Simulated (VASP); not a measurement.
# NaI (Fm-3m) in VASP: notebook

NaI is run at these levels: PBE; tasks: single point.

All numbers are computed with VASP 6.6.1; they aren't measurements. Logs are shortened: lines on timing, memory, paths and dates and some standing lists are left out, and cuts for length are marked.

**1. The cell of the first run**

The structure is cubic, space group Fm-3m (No. 225). The conventional cell has a = 6.326 Å, b = 6.326 Å, c = 6.326 Å, α = 90.00°, β = 90.00°, γ = 90.00°. Within 4.2 Å of Na (site symmetry m-3m) lie 6 I at 3.16 Å. Within 4.2 Å of I (site symmetry m-3m) lie 6 Na at 3.16 Å.

**2. Single point, PBE (volume scaled by 0.91)**

INCAR reads:

```
SYSTEM = NaI
PREC = Accurate
ENCUT = 520
EDIFF = 1E-6
ISMEAR = 0
SIGMA = 0.02
LREAL = .False.
LASPH = .True.
NELM = 60
ALGO = Normal
ISIF = 2
LWAVE = .False.
LCHARG = .True.
GGA = PE
LELF = .True.
LVHAR = .True.
NBANDS = 14
```

KPOINTS reads:

```
regular mesh
0
Gamma
  6 6 6
  0 0 0
```

POSCAR reads:

```
NaI
1.0
    0.0000000000      3.1630799472      3.1630799472
    3.1630799472      0.0000000000      3.1630799472
    3.1630799472      3.1630799472      0.0000000000
Na I
1 1
Direct
    0.0000000000      0.0000000000      0.0000000000
    0.5000000000      0.5000000000      0.5000000000
```

Potentials or basis: VASP PAW PBE potentials, release 64 (Na_pv, I).

Launch:

```
> cat potpaw_PBE.64/Na_pv/POTCAR potpaw_PBE.64/I/POTCAR > POTCAR
> mpirun -np 1 vasp_std > vasp.out
```

OUTCAR:

```text
SYSTEM = NaI
   PREC = Accurate
   ENCUT = 520
   EDIFF = 1E-6
   ISMEAR = 0
   LREAL = .False.
   LASPH = .True.
   NELM = 60
   ISIF = 2
   GGA = PE

 ion  position               nearest neighbor table
   1  0.000  0.000  0.000-   2 3.16   2 3.16   2 3.16   2 3.16   2 3.16   2 3.16
   2  0.500  0.500  0.500-   1 3.16   1 3.16   1 3.16   1 3.16   1 3.16   1 3.16

  LATTYP: Found a face centered cubic cell.
 ALAT       =     6.3261598944

  Lattice vectors:

 A1 = (   0.0000000000,   3.1630799472,   3.1630799472)
 A2 = (   3.1630799472,   0.0000000000,   3.1630799472)
 A3 = (   3.1630799472,   3.1630799472,   0.0000000000)

Analysis of symmetry for initial positions (statically):
=====================================================================
 Subroutine PRICEL returns:
 Original cell was already a primitive cell.

 Routine SETGRP: Setting up the symmetry group for a
 face centered cubic supercell.

 Subroutine GETGRP returns: Found 48 space group operations
 (whereof 48 operations were pure point group operations)
 out of a pool of 48 trial point group operations.

The static configuration has the point symmetry O_h .

Analysis of symmetry for dynamics (positions and initial velocities):
=====================================================================
 Subroutine PRICEL returns:
 Original cell was already a primitive cell.

 Routine SETGRP: Setting up the symmetry group for a
 face centered cubic supercell.

 Subroutine GETGRP returns: Found 48 space group operations
 (whereof 48 operations were pure point group operations)
 out of a pool of 48 trial point group operations.

The dynamic configuration has the point symmetry O_h .

 Subroutine INISYM returns: Found 48 space group operations
 (whereof 48 operations are pure point group operations),
 and found     1 'primitive' translations

----------------------------------------------------------------------------------------

                                     Primitive cell

  volume of cell :      63.2937

  direct lattice vectors                    reciprocal lattice vectors
     0.000000000  3.163079947  3.163079947    -0.158073779  0.158073779  0.158073779
     3.163079947  0.000000000  3.163079947     0.158073779 -0.158073779  0.158073779
     3.163079947  3.163079947  0.000000000     0.158073779  0.158073779 -0.158073779

  length of vectors
     4.473270560  4.473270560  4.473270560     0.273791816  0.273791816  0.273791816

  position of ions in fractional coordinates (direct lattice)
     0.000000000  0.000000000  0.000000000
     0.500000000  0.500000000  0.500000000

  ion indices of the primitive-cell ions
   primitive index   ion index
                 1           1
                 2           2

----------------------------------------------------------------------------------------

 KPOINTS: regular mesh

Automatic generation of k-mesh.
 Grid dimensions read from file:
 generate k-points for:    6    6    6

 Generating k-lattice:

  Cartesian coordinates                     Fractional coordinates (reciprocal lattice)
    -0.026345630  0.026345630  0.026345630     0.166666667  0.000000000  0.000000000
     0.026345630 -0.026345630  0.026345630     0.000000000  0.166666667  0.000000000
     0.026345630  0.026345630 -0.026345630     0.000000000  0.000000000  0.166666667

  Length of vectors
     0.045631969  0.045631969  0.045631969

  Shift w.r.t. Gamma in fractional coordinates (k-lattice)
     0.000000000  0.000000000  0.000000000

 Subroutine IBZKPT returns following result:
 ===========================================

 Found     16 irreducible k-points:

 Following reciprocal coordinates:
            Coordinates               Weight
  0.000000  0.000000  0.000000      1.000000
  0.166667  0.000000  0.000000      8.000000
  0.333333  0.000000  0.000000      8.000000
  0.500000  0.000000  0.000000      4.000000
  0.166667  0.166667  0.000000      6.000000
  0.333333  0.166667  0.000000     24.000000
[... 8 lines left out ...]
 -0.333333  0.333333  0.166667     24.000000
 -0.333333  0.500000  0.166667     12.000000
   k-points           NKPTS =     16   k-points in BZ     NKDIM =     16   number of bands    NBANDS=     14
   number of dos      NEDOS =    301   number of ions     NIONS =      2
   total plane-waves  NPLWV =  46656
   dimension x,y,z NGX =    36 NGY =   36 NGZ =   36
   dimension x,y,z NGXF=    72 NGYF=   72 NGZF=   72
   ions per type =               1   1
   NGX,Y,Z   is equivalent  to a cutoff of  13.38, 13.38, 13.38 a.u.
   NGXF,Y,Z  is equivalent  to a cutoff of  26.76, 26.76, 26.76 a.u.
 SYSTEM =  NaI
   PREC   = accura    normal or accurate (medium, high low for compatibility)
   ISTART =      0    job   : 0-new  1-cont  2-samecut
   ICHARG =      2    charge: 1-file 2-atom 10-const
   ISPIN  =      1    spin polarized calculation?
   LNONCOLLINEAR =      F non collinear calculations
   LSORBIT =      F    spin-orbit coupling
   LASPH  =      T    aspherical Exc in radial PAW
   ENCUT  =  520.0 eV  38.22 Ry    6.18 a.u.   8.32  8.32  8.32*2*pi/ulx,y,z
   NELM   =     60;   NELMIN=  2; NELMDL= -5     # of ELM steps
   EDIFF  = 0.1E-05   stopping-criterion for ELM
   LREAL  =      F    real-space projection
   EDIFFG = 0.1E-04   stopping-criterion for IOM
   NSW    =      0    number of steps for IOM
   IBRION =     -1    ionic relax: 0-MD 1-quasi-New 2-CG
   NFREE  =      0    steps in history (QN), initial steepest desc. (CG)
   ISIF   =      2    stress and relaxation
   ISYM   =      2    0-nonsym 1-usesym 2-fastsym
   POTIM  = 0.5000    time-step for ionic-motion
   TEBEG  =    0.0;   TEEND  =   0.0 temperature during run
   PSTRESS=    0.0 pullay stress
   NELECT =      14.0000    total number of electrons
   NUPDOWN=      -1.0000    fix difference up-down
   EMIN   =  10.00;   EMAX   =-10.00  energy-range for DOS
   EFERMI =   0.00;   METHOD = LEGACY
   ISMEAR =     0;   SIGMA  =   0.02  broadening in eV -4-tet -1-fermi 0-gaus
   EFERMI_NEDOS =   21; number of points for ismear=-14 and -15
   IALGO  =     38    algorithm
   IMIX   =      4    mixing-type and parameters
     AMIX     =   0.40;   BMIX     =  1.00
     AMIX_MAG =   1.60;   BMIX_MAG =  1.00
  volume/ion in A,a.u.               =      31.65       213.56
  Fermi-wavevector in a.u.,A,eV,Ry     =   0.990066  1.870953 13.336840  0.980230
  Thomas-Fermi vector in A             =   2.121709
   LORBIT       =      0    0 simple, 1 ext, 2 COOP (PROOUT), +10 PAW based schemes
   GGA     = PE    functional components
   LHFCALC =     F    Hartree Fock is set to
   AEXX    =    0.0000 exact exchange contribution
   IVDW    =     0    specifies the selected vdW correction
   LEPSILON=     F    determine dielectric tensor
   LRPA    =     F    only Hartree local field effects (RPA)
 non-spin polarized calculation
 Gauss-broadening in eV      SIGMA  =   0.02
  energy-cutoff  :      520.00
  volume of cell :       63.29
 maximum number of plane-waves:      1724
 NGX is ok and might be reduce to    36
   NGX = 17   NGY = 17   NGZ = 17

 number of electron      14.0000006 magnetization

 Free energy of the ion-electron system (eV)
  ---------------------------------------------------
  ext. energy  EPLUGINS =         0.00000000
  ---------------------------------------------------
  free energy    TOTEN  =        -5.35433809 eV

  energy without entropy =       -5.35433809  energy(sigma->0) =       -5.35433809

 E-fermi :   1.4974     XC(G=0):  -7.9851

 val. band max:        1.3067888392   @ k =   0.0000   0.0000   0.0000
 cond. band min:       5.1418758620   @ k =   0.0000   0.0000   0.0000
 fundamental gap:      3.8350870228
 Fermi energy:         1.4974129121

 k-point     1 :       0.0000    0.0000    0.0000
  band No.  band energies     occupation
      1     -21.0639      2.00000
      2     -21.0639      2.00000
      3     -21.0639      2.00000
      4      -9.9002      2.00000
      5       1.3068      2.00000
      6       1.3068      2.00000
      7       1.3068      2.00000
      8       5.1419      0.00000
      9       9.2305      0.00000
     10       9.2305      0.00000
     11       9.2305      0.00000
     12      11.1657      0.00000
     13      11.1657      0.00000
     14      11.7805      0.00000

 k-point     2 :       0.1667    0.0000    0.0000
  band No.  band energies     occupation
      1     -21.0658      2.00000
      2     -21.0640      2.00000
      3     -21.0640      2.00000
      4      -9.8103      2.00000
      5       0.4873      2.00000
      6       1.2190      2.00000
      7       1.2190      2.00000
      8       5.9868      0.00000
      9       8.7791      0.00000
     10       9.4519      0.00000
     11       9.4519      0.00000
     12      10.6583      0.00000
     13      10.6583      0.00000
     14      12.3512      0.00000

 k-point     3 :       0.3333    0.0000    0.0000
  band No.  band energies     occupation
      1     -21.0696      2.00000
      2     -21.0642      2.00000
      3     -21.0642      2.00000
      4      -9.6177      2.00000
      5      -0.6604      2.00000
      6       1.0562      2.00000
      7       1.0562      2.00000
      8       6.4860      0.00000
      9       9.0646      0.00000
     10       9.0646      0.00000
     11       9.6481      0.00000
     12      11.6359      0.00000
     13      11.7322      0.00000
     14      11.7322      0.00000
[... 188 lines left out ...]
 k-point    15 :      -0.3333    0.3333    0.1667
  band No.  band energies     occupation
      1     -21.0692      2.00000
      2     -21.0670      2.00000
      3     -21.0655      2.00000
      4      -9.4370      2.00000
      5      -0.6233      2.00000
      6      -0.0206      2.00000
      7       0.5695      2.00000
      8       7.4506      0.00000
      9       8.0385      0.00000
     10       9.3392      0.00000
     11       9.9836      0.00000
     12      11.9524      0.00000
     13      13.4420      0.00000
     14      14.5779      0.00000

 k-point    16 :      -0.3333    0.5000    0.1667
  band No.  band energies     occupation
      1     -21.0687      2.00000
      2     -21.0670      2.00000
      3     -21.0664      2.00000
      4      -9.4133      2.00000
      5      -0.5726      2.00000
      6       0.0556      2.00000
      7       0.3009      2.00000
      8       6.7793      0.00000
      9       7.7765      0.00000
     10      10.0866      0.00000
     11      10.1482      0.00000
     12      13.3286      0.00000
     13      14.1205      0.00000
     14      14.3363      0.00000

------------------------ aborting loop because EDIFF is reached ----------------------------------------

  FORCE on cell =-STRESS in cart. coord.  units (eV):
  Direction    XX          YY          ZZ          XY          YZ          ZX
  --------------------------------------------------------------------------------------
  -------------------------------------------------------------------------------------
  Total        0.7211856      0.7211856      0.7211856      0.0000000      0.0000000     -0.0000000
  in kB       18.2556436     18.2556436     18.2556436      0.0000000      0.0000000     -0.0000000
  external PRESSURE =      18.2556436 kB  Pullay stress =       0.0000000 kB

 VOLUME and BASIS-vectors are now :
 -----------------------------------------------------------------------------
  energy-cutoff  :      520.00
  volume of cell :       63.29
      direct lattice vectors                 reciprocal lattice vectors
     0.000000000  3.163079947  3.163079947    -0.158073779  0.158073779  0.158073779
     3.163079947  0.000000000  3.163079947     0.158073779 -0.158073779  0.158073779
     3.163079947  3.163079947  0.000000000     0.158073779  0.158073779 -0.158073779

 POSITION                                       TOTAL-FORCE (eV/Angst)
 -----------------------------------------------------------------------------------
      0.00000      0.00000      0.00000         0.000000     -0.000000     -0.000000
      3.16308      3.16308      3.16308        -0.000000      0.000000      0.000000
 -----------------------------------------------------------------------------------
    total drift:                                0.000000      0.000000      0.000000

  FREE ENERGIE OF THE ION-ELECTRON SYSTEM (eV)
  ---------------------------------------------------
  free  energy   TOTEN  =        -5.3543380866 eV

  energy  without entropy=       -5.3543380866  energy(sigma->0) =       -5.35433809
```

Run time: 9.9 s. Hardware: 1 thread of Intel Xeon Platinum 8488C (Sapphire Rapids), shared host; peak memory 0.2 GiB.

What came out:

* Free energy: -5.3543 eV
* Pressure: 1.8 GPa
* Band gap on the k mesh: 3.84 eV, direct

Caveat: spin-orbit coupling is left out, which moves the levels of the heavy elements.

**3. Single point, PBE (volume scaled by 0.88)**

INCAR reads:

```
PREC = Accurate
ENCUT = 520
EDIFF = 1E-6
ISMEAR = 0
SIGMA = 0.02
LREAL = F
LASPH = T
NELM = 80
ALGO = Normal
ISIF = 2
LWAVE = F
LCHARG = F
GGA = PE
NBANDS = 14
```

KPOINTS reads:

```
Automatic mesh
0
Gamma
  6 6 6
```

POSCAR reads:

```
NaI
1.0
    0.0000000000      3.1279317052      3.1279317052
    3.1279317052      0.0000000000      3.1279317052
    3.1279317052      3.1279317052      0.0000000000
Na I
1 1
Direct
    0.0000000000      0.0000000000      0.0000000000
    0.5000000000      0.5000000000      0.5000000000
```

Potentials or basis: VASP PAW PBE potentials, release 64 (Na_pv, I).

Launch:

```
> cat potpaw_PBE.64/Na_pv/POTCAR potpaw_PBE.64/I/POTCAR > POTCAR
> mpirun -np 1 vasp_std > vasp.out
```

Wall time 9.1 s (1 thread of Intel Xeon Platinum 8488C (Sapphire Rapids), shared host); peak memory 0.2 GiB.

Results (log left out):

```yaml
Free_energy: -5.3253 eV
Pressure: 2.7 GPa
Band_gap_on_the_k_mesh: 3.94 eV, direct
```

Levels at points of the mesh, in eV from the valence-band top:
```tsv
k point	band 3	band 4	band 5	band 6	band 7	band 8	band 9	band 10	band 11	band 12
(0.00, 0.00, 0.00)	-22.35	-11.31	0.00	0.00	0.00	3.94	7.92	7.92	7.92	9.91
(0.50, 0.00, 0.00)	-22.35	-10.88	-2.57	-0.35	-0.35	5.11	7.52	7.52	9.50	10.56
(0.50, 0.50, 0.00)	-22.35	-10.78	-2.26	-0.89	-0.89	4.56	5.35	10.55	11.90	11.93
```

Caveat: spin-orbit coupling is left out, which moves the levels of the heavy elements.

**4. Single point, PBE (volume scaled by 0.94)**

INCAR reads:

```
SYSTEM = NaI
PREC     = Accurate       ! precision mode
ENCUT    = 520            ! plane-wave cutoff, eV
EDIFF    = 1E-6           ! SCF threshold, eV
ISMEAR   = 0              ! smearing method
SIGMA    = 0.02           ! smearing width, eV
LREAL    = .False.        ! projectors in reciprocal space
LASPH    = .True.         ! aspherical terms in the spheres
NELM     = 100            ! most SCF steps
ALGO     = Normal         ! electronic algorithm
ISIF     = 2              ! what is computed and relaxed
LWAVE    = .False.        ! write WAVECAR
LCHARG   = .True.         ! write CHGCAR
GGA      = PE             ! functional
LELF     = .True.         ! ELF
LVHAR    = .True.       
NBANDS   = 14             ! bands
```

KPOINTS reads:

```
regular mesh
0
Gamma
  6 6 6
  0 0 0
```

POSCAR reads:

```
NaI
1.0
    0.0000000000      3.1974639448      3.1974639448
    3.1974639448      0.0000000000      3.1974639448
    3.1974639448      3.1974639448      0.0000000000
Na I
1 1
Direct
    0.0000000000      0.0000000000      0.0000000000
    0.5000000000      0.5000000000      0.5000000000
```

Launch:

```
> cat potpaw_PBE.64/Na_pv/POTCAR potpaw_PBE.64/I/POTCAR > POTCAR
> mpirun -np 1 vasp_std > vasp.out
```

Wall time 9.5 s (1 thread of Intel Xeon Platinum 8488C (Sapphire Rapids), shared host); peak memory 0.21 GiB.

It converged, with:

| Item | Value |
| --- | --- |
| Free energy | -5.3733 eV |
| Pressure | 1.1 GPa |
| Band gap on the k mesh | 3.74 eV, direct |

Levels at points of the mesh, in eV from the valence-band top:
| k point | band 4 | band 5 | band 6 | band 7 | band 8 | band 9 | band 10 | band 11 |
| --- | --- | --- | --- | --- | --- | --- | --- | --- |
| (0.00, 0.00, 0.00) | -11.11 | 0.00 | 0.00 | 0.00 | 3.74 | 7.93 | 7.93 | 7.93 |
| (0.50, 0.00, 0.00) | -10.76 | -2.31 | -0.30 | -0.30 | 5.10 | 7.47 | 7.47 | 9.00 |
| (0.50, 0.50, 0.00) | -10.68 | -2.02 | -0.79 | -0.79 | 4.52 | 5.49 | 10.11 | 11.52 |

Caveat: spin-orbit coupling is left out, which moves the levels of the heavy elements.

(Continued in part 2 of 2.)
